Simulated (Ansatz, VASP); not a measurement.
One calculation of In3As, two programs

The input INCAR:

```
SYSTEM = In3As
PREC = Accurate
ENCUT = 600
EDIFF = 1E-6
ISMEAR = -1
SIGMA = 0.01
LREAL = .False.
LASPH = .True.
NELM = 80
ALGO = Normal
ISIF = 3
LWAVE = .False.
LCHARG = .False.
GGA = RP
IBRION = 2
NSW = 80
EDIFFG = -0.01
```

File KPOINTS:

```
regular mesh
0
Gamma
  4 4 4
  0 0 0
```

The input POSCAR:

```
In3As
1.0
    4.6716810000      0.0000000000      0.0000000000
    0.0000000000      4.6716810000      0.0000000000
    0.0000000000      0.0000000000      4.6716810000
In As
3 1
Direct
    0.0000000000      0.5000000000      0.5000000000
    0.5000000000      0.0000000000      0.5000000000
    0.5000000000      0.5000000000      0.0000000000
    0.0000000000      0.0000000000      0.0000000000
```

Input for Ansatz:

```yaml
crystal:
  lattice:
    - [4.671681, 0.0, 0.0]
    - [0.0, 4.671681, 0.0]
    - [0.0, 0.0, 4.671681]
  atoms:
    - { symbol: In, position: [0.0, 0.5, 0.5] }
    - { symbol: In, position: [0.5, 0.0, 0.5] }
    - { symbol: In, position: [0.5, 0.5, 0.0] }
    - { symbol: As, position: [0.0, 0.0, 0.0] }
basis:
  ecutwfc: 550.0
kpoints:
  mp_grid:
    grid: [4, 4, 4]
hamiltonian:
  xc: rpbe
  dispersion: none
scf:
  convergence:
    dr2_threshold: 1.0e-09
  occupations:
    method: fermi_dirac
    width: 0.01
relax:
  max_steps: 60
  cell: {}
```

Alike in both runs: task relaxation of cell and atoms; functional RPBE; k mesh 4 × 4 × 4; occupations fermi-dirac, width 0.01 eV; no spin polarisation.

```csv
,VASP,Ansatz
version,VASP 6.6.1,Ansatz 0.2.0
potentials or method,"VASP PAW PBE potentials, release 64 (In_d, As), cutoff 600 eV","plane waves, PAW"
valence electrons in the cell,44,54
```

Ansatz gave:

```
relaxed volume (Å³/atom)                                        : 26.46
relaxed length of the cell vector where the two differ most in proportion (Å) : 4.730
```

What did VASP give for the same quantities?

Relaxed volume (Å³/atom): 26.44; relaxed length of the cell vector where the two differ most in proportion (Å): 4.729.

VASP's potentials were made for PBE, not for RPBE. VASP's potentials hold 44 valence electrons a cell and Ansatz's 54, so a difference there can come from the potentials and not from the codes. Ansatz's warnings: stress scf threshold loose.
